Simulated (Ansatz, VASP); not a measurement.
H5C3 in VASP and in Ansatz

```
H C
1.0
     6.35725    0.00651    0.00994
     3.05361    5.64161   -0.00984
     2.47078    0.23976    7.07388
H C
20 12
Direct
  0.10838 0.76940 0.21757
  0.89162 0.23060 0.78243
  0.82235 0.62062 0.22336
  0.17765 0.37938 0.77664
  0.07487 0.17751 0.13124
  0.92513 0.82249 0.86876
  0.91161 0.21696 0.37183
  0.08839 0.78304 0.62817
  0.37524 0.89644 0.29560
  0.62476 0.10356 0.70440
  0.27575 0.10272 0.46826
  0.72425 0.89728 0.53174
  0.54591 0.14955 0.05205
  0.45409 0.85045 0.94795
  0.68962 0.04573 0.23668
  0.31038 0.95427 0.76332
  0.55802 0.48509 0.14672
  0.44198 0.51491 0.85328
  0.43892 0.42933 0.38801
  0.56108 0.57067 0.61199
  0.16741 0.57836 0.23293
  0.83259 0.42164 0.76707
  0.00760 0.49603 0.23791
  0.99240 0.50397 0.76209
  0.06706 0.23809 0.26304
  0.93294 0.76191 0.73696
  0.31091 0.08482 0.31673
  0.68909 0.91518 0.68327
  0.51174 0.16319 0.20439
  0.48826 0.83681 0.79561
  0.42845 0.42010 0.24558
  0.57155 0.57990 0.75442
```

Alike in both runs: functional PBE; dispersion D3(BJ); k mesh 4 × 4 × 4; occupations gaussian, width 0.02 eV; no spin polarisation.

Ansatz relaxed the structure, and its values are those at the end. VASP's run is a single point on that final structure, the one shown.

|  | VASP | Ansatz |
| --- | --- | --- |
| version | VASP 6.6.1 | Ansatz 0.2.0 |
| potentials or method | VASP PAW PBE potentials, release 64 (H, C), cutoff 520 eV | scalar-relativistic, plane waves, PAW |
| valence electrons in the cell | 68 | 68 |

|  | VASP | Ansatz | Ansatz less VASP |
| --- | --- | --- | --- |
| gap on the k mesh at the Fermi level (eV) | 4.57 | 4.57 | 0.000 |
| least direct gap on the mesh (eV) | 4.64 | 4.64 | 0.000 |
| pressure (GPa) | 0.0 | 0.0 | -0.01 |
| rms of the force components (eV/Å) | 0.013 | 0.003 | -0.0100 |
